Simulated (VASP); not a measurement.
A run of VASP 6.6.1:

Contents of INCAR:

```
ALGO     = Normal         # electronic algorithm
EDIFF    = 1E-6           # SCF threshold, eV
ENCUT    = 700            # plane-wave cutoff, eV
GGA      = PS             # functional
GGA_COMPAT= False        
ISIF     = 2              # what is computed and relaxed
ISMEAR   = -1             # smearing method
ISYM     = -1           
KPAR     = 1            
LASPH    = True           # aspherical terms in the spheres
LCHARG   = False          # write CHGCAR
LREAL    = Auto         
LWAVE    = False          # write WAVECAR
NBANDS   = 396            # bands
NELM     = 120            # most SCF steps
PREC     = Accurate       # precision mode
SIGMA    = 0.05           # smearing width, eV
```

KPOINTS

```
explicit points
1
Reciprocal
  0.25000000   0.25000000   0.25000000 1
```

The input POSCAR:

```
Mg3Zn5O8
1.0
    9.7487791420      0.0000000000      0.0000000000
    0.0000000000     11.2557763774      0.0000000000
    0.0000000000      0.0000000000     10.3391083171
Mg Zn O
18 30 48
Direct
    0.1665660000      0.0837500000      0.2454940000
    0.4985420000      0.0835710000      0.7453690000
    0.1665240000      0.5822870000      0.7480900000
    0.6653510000      0.3322180000      0.2486670000
    0.8351650000      0.5837510000      0.2478210000
    0.1665710000      0.4139490000      0.4959210000
    0.1666840000      0.4146920000      0.9986980000
    0.0027840000      0.6671620000      0.9962500000
    0.6657730000      0.1658260000      0.9960820000
    0.4999860000      0.4171550000      0.9949080000
    0.3328730000      0.6672130000      0.4967190000
    0.3318870000      0.6665460000      0.9982740000
    0.8332920000      0.4164440000      0.5003040000
    0.8327890000      0.4158810000      0.9968930000
    0.6667900000      0.6661290000      0.4968470000
    0.4978810000      0.9169410000      0.9965360000
    0.8329480000      0.9178480000      0.4971700000
    0.8353910000      0.9162630000      0.9978690000
    0.1660660000      0.0836530000      0.7485200000
    0.9969780000      0.3331880000      0.2481380000
    0.0007690000      0.3325050000      0.7491030000
    0.5009840000      0.0830930000      0.2493110000
    0.3351430000      0.3336720000      0.2473080000
    0.3309520000      0.3323340000      0.7480610000
    0.1655640000      0.5837030000      0.2509210000
    0.0017980000      0.8320560000      0.2487360000
    0.9995460000      0.8342060000      0.7478390000
    0.8317990000      0.0838160000      0.2476230000
    0.8338010000      0.0834320000      0.7487970000
    0.6673110000      0.3336980000      0.7507410000
    0.4990140000      0.5818920000      0.2490250000
    0.4999380000      0.5852740000      0.7490300000
    0.3332510000      0.8338320000      0.2483240000
    0.3329810000      0.8321210000      0.7479540000
    0.8315530000      0.5846570000      0.7516580000
    0.6651240000      0.8341980000      0.2489860000
    0.6667560000      0.8322030000      0.7499560000
    0.9998560000      0.1668000000      0.4966590000
    0.9983130000      0.1669090000      0.9968590000
    0.3319960000      0.1662450000      0.4970900000
    0.3363520000      0.1665670000      0.9968130000
    0.9981840000      0.6660780000      0.4988560000
    0.6674930000      0.1688920000      0.4991990000
    0.5001440000      0.4158550000      0.4992140000
    0.1669280000      0.9174080000      0.4974160000
    0.1667570000      0.9160060000      0.9964730000
    0.6655530000      0.6677320000      0.9988820000
    0.5005000000      0.9157010000      0.4983230000
    0.9991250000      0.1666690000      0.1888080000
    0.9997620000      0.1663420000      0.6887490000
    0.3343830000      0.1665450000      0.1890040000
    0.3319300000      0.1665120000      0.6883490000
    0.1660480000      0.4163140000      0.1908970000
    0.1659660000      0.4163510000      0.6876470000
    0.0008520000      0.6665240000      0.1875950000
    0.9992770000      0.6665350000      0.6917070000
    0.6658100000      0.1664100000      0.1875470000
    0.6666400000      0.1672330000      0.6910680000
    0.5004870000      0.4166140000      0.1865580000
    0.4995850000      0.4167990000      0.6918870000
    0.3326760000      0.6664200000      0.1904420000
    0.3323190000      0.6660290000      0.6883830000
    0.1668010000      0.9167320000      0.1886510000
    0.1667460000      0.9170320000      0.6891320000
    0.8312130000      0.4170530000      0.1889860000
    0.8335330000      0.4175010000      0.6918710000
    0.6663890000      0.6666320000      0.1918210000
    0.6666280000      0.6665930000      0.6883440000
    0.4994210000      0.9171000000      0.1880120000
    0.4999780000      0.9159780000      0.6906160000
    0.8338880000      0.9161000000      0.1900460000
    0.8325600000      0.9168350000      0.6889130000
    0.1659860000      0.0833550000      0.4367690000
    0.1669060000      0.0838710000      0.9406290000
    0.9986440000      0.3331770000      0.4398000000
    0.9997460000      0.3334300000      0.9400630000
    0.5007130000      0.0833460000      0.4415830000
    0.5005780000      0.0823600000      0.9361900000
    0.3343750000      0.3326680000      0.4388600000
    0.3333000000      0.3332390000      0.9394720000
    0.1659740000      0.5822940000      0.4427020000
    0.1673330000      0.5811420000      0.9389960000
    0.9997940000      0.8331600000      0.4403860000
    0.0005350000      0.8332220000      0.9390310000
    0.8325830000      0.0841600000      0.4392500000
    0.8326630000      0.0824710000      0.9398710000
    0.6669370000      0.3343730000      0.4394960000
    0.6663320000      0.3327950000      0.9421400000
    0.4994220000      0.5827990000      0.4406370000
    0.4992220000      0.5843980000      0.9403000000
    0.3334400000      0.8339540000      0.4395100000
    0.3326980000      0.8324120000      0.9394280000
    0.8327690000      0.5823190000      0.4388970000
    0.8336960000      0.5839270000      0.9433840000
    0.6669930000      0.8330950000      0.4403000000
    0.6667180000      0.8344710000      0.9412160000
```

Potentials or basis: VASP PAW PBE potentials, release 64 (Mg, Zn, O).

The run is started by

```sh
$ cat potpaw_PBE.64/Mg/POTCAR potpaw_PBE.64/Zn/POTCAR potpaw_PBE.64/O/POTCAR > POTCAR
$ mpirun -np 4 vasp_std > vasp.out
```

Hardware: 4 MPI ranks on Intel(R) Xeon(R) Platinum 8259CL CPU @ 2.50GHz (Skylake/Cascade Lake), on a shared host.

Q: How long does it take, and how much memory?

A: Wall time 10 min on 4 MPI ranks on Intel(R) Xeon(R) Platinum 8259CL CPU @ 2.50GHz (Skylake/Cascade Lake), on a shared host, peak memory 0.65 GiB a rank. Counts: scf iterations 20, k points 1.
